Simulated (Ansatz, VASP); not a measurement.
# Two plane-wave programs on Sn2PbO3

```
CELL_PARAMETERS angstrom
0.07384 0.00000 -5.25769
0.00000 -5.54833 0.00000
-8.31258 2.77416 0.01693
ATOMIC_POSITIONS crystal
Sn 0.78516 0.74584 0.49168
Sn 0.79637 0.08372 0.16745
Sn 0.21484 0.25416 0.50832
Sn 0.20363 0.91628 0.83255
Pb 0.74951 0.41620 0.83239
Pb 0.25049 0.58380 0.16761
O 0.98919 0.07618 0.66283
O 0.01081 0.41335 0.33717
O 0.00000 0.76026 0.00000
O 0.98919 0.58665 0.66283
O 0.01081 0.92382 0.33717
O 0.00000 0.23974 0.00000
```

Alike in both runs: task single point; functional PBE; k mesh 4 × 4 × 4; occupations gaussian, width 0.1 eV; no spin polarisation.

```csv
,VASP,Ansatz
version,VASP 6.6.1,Ansatz 0.2.0
potentials or method,"VASP PAW PBE potentials, release 64 (Sn_d, Pb_d, O), cutoff 520 eV","scalar-relativistic, plane waves, PAW"
valence electrons in the cell,120,120
```

Ansatz gave:

| Item | Value |
| --- | --- |
| gap on the k mesh at the Fermi level (eV) | 0.97 |
| least direct gap on the mesh (eV) | 1.00 |
| pressure (GPa) | 0.0 |
| rms of the force components (eV/Å) | 0.004 |

Which values does VASP return?

gap on the k mesh at the Fermi level (eV): 0.97; least direct gap on the mesh (eV): 0.99; pressure (GPa): 0.1; rms of the force components (eV/Å): 0.025.

Atom by atom the forces differ by 0.027 eV/Å (rms over components). With one functional, cell and mesh, what is left measures potentials, basis and numerics.

Spin-orbit coupling is off throughout.
